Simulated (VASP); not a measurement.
Input of a VASP 6.6.1 run:

File INCAR:

```
PREC = Accurate ; ENCUT = 520
EDIFF = 1E-6 ; ISMEAR = 0
SIGMA = 0.15 ; LREAL = F
LASPH = T ; NELM = 80
ALGO = Fast ; ISIF = 2
LWAVE = F ; LCHARG = F
GGA = PE ; NBANDS = 13
```

The input KPOINTS:

```
Automatic mesh
0
Gamma
  22 22 22
```

Contents of POSCAR:

```
Ru
1.0
    0.0000000000      1.9193647793      1.7767559762
    1.9193647793      0.0000000000      1.7767559762
    1.9193647793      1.9193647793      0.0000000000
Ru
1
Direct
    0.0000000000      0.0000000000      0.0000000000
```

Potentials or basis: VASP PAW PBE potentials, release 64 (Ru_pv).

Command:

```bash
$ cat potpaw_PBE.64/Ru_pv/POTCAR > POTCAR
$ mpirun -np 1 vasp_std > vasp.out
```

(1) What does it give for the pressure?

(2) What does it give for the band gap on the k mesh?

Answers

(1) 20.2 GPa.

(2) zero (band 7 reaches 15.86 eV, above the bottom of band 8 at 11.83 eV).
